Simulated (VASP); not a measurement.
Wanted: the native input for a VASP 6.6.1 run.

| Quantity | Value |
| --- | --- |
| Task | single point |
| Functional | PBE |
| Potentials or basis | VASP PAW PBE potentials, release 64 (Ti_sv, Mo_sv, Se) |
| Cutoff | 520 eV |
| k mesh | 2 × 2 × 2 |
| Occupations | gaussian, width 0.15 eV |
| Spin | collinear spin, ferromagnetic start |
| Starting moments | [1.0, 1.0, 0.0, 0.0, 0.0, 0.0] μB |
| Dipole correction | no |
| Further INCAR settings | ALGO = Normal; EDIFF = 1e-06; NBANDS = 38 |

The structure of TiMoSe4 lies in POSCAR:

```
TiMoSe4
1.0
    5.5056133073      0.0000000000      0.0000000000
    0.0000000000      5.5056133073      0.0000000000
    0.0000000000      0.0000000000      5.5056133073
Ti Mo Se
1 1 4
Direct
    0.0000000000      0.0000000000      0.0000000000
    0.5000000000      0.5000000000      0.5000000000
    0.7467791692      0.7467791692      0.7467791692
    0.2532208308      0.2532208308      0.7467791692
    0.2532208308      0.7467791692      0.2532208308
    0.7467791692      0.2532208308      0.2532208308
```

The input as run:

INCAR

```
SYSTEM = TiMoSe4
PREC = Accurate
ENCUT = 520
EDIFF = 1E-6
ISMEAR = 0
SIGMA = 0.15
LREAL = .FALSE.
LASPH = .TRUE.
NELM = 150
ALGO = Normal
ISIF = 2
LWAVE = .FALSE.
LCHARG = .TRUE.
ISPIN = 2
MAGMOM = 1 1 0 0 0 0
LORBIT = 11
LMAXMIX = 4
GGA = PE
LELF = .TRUE.
LVHAR = .TRUE.
NBANDS = 38
```

KPOINTS

```
regular mesh
0
G
  2 2 2
  0 0 0
```

Potentials or basis: VASP PAW PBE potentials, release 64 (Ti_sv, Mo_sv, Se).

The run is started by

```sh
$ cat potpaw_PBE.64/Ti_sv/POTCAR potpaw_PBE.64/Mo_sv/POTCAR potpaw_PBE.64/Se/POTCAR > POTCAR
$ mpirun -np 1 vasp_std > vasp.out
```

It gave:

```
Pressure                                              : 0.2 GPa
Net moment                                            : 1.49 μB per cell
Site moments                                          : Ti +0.63; Mo +0.67; Se -0.04 μB
Valence electrons inside the program's atomic spheres : Ti 10.22; Mo 12.40; Se 3.88
```

Caveat: the k points lie up to 0.57 Å⁻¹ apart.

Run time: 53 s on 1 thread of AMD EPYC 9R45 96-Core Processor (Zen 5), with other jobs on the host, peak memory 0.29 GiB.
